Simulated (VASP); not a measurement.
Crystal: Bi.

```xyz
1
Lattice="-1.9814 1.9814 1.9814 1.9814 -1.9814 1.9814 1.9814 1.9814 -1.9814" Properties=species:S:1:pos:R:3 pbc="T T T"
Bi    0.0000    0.0000    0.0000
```

- Program: VASP 6.6.1
- Task: relaxation of cell and atoms
- Functional: PBE
- Dispersion: D4
- Potentials or basis: VASP PAW PBE potentials, release 64 (Bi_d)
- Cutoff: 600 eV
- k mesh: 9 × 9 × 9
- Occupations: fermi-dirac, width 0.05 eV
- Spin: no spin polarisation

At the start: pressure -1.7 GPa; volume 31.12 Å³/atom.

Problem. Where does the relaxation end?

Solution. Over 3 steps the energy falls by 5.3 meV/atom and the volume is 30.17 Å³/atom (-3.1 %); space group Im-3m (No. 229, to 0.05 Å).

The path:
```csv
step,energy change (eV),largest force (eV/Å),pressure (GPa),volume (Å³)
1,0.0000,0.0000,-1.73,31.12
2,-0.0035,0.0000,1.08,29.63
3,-0.0053,0.0000,0.02,30.17
```

Final structure:
```
CELL_PARAMETERS angstrom
-1.96105 1.96105 1.96105
1.96105 -1.96105 1.96105
1.96105 1.96105 -1.96105
ATOMIC_POSITIONS crystal
Bi 0.00000 0.00000 0.00000
```

Caveat: pairwise dispersion overbinds metals, which lowers pressure and volume.
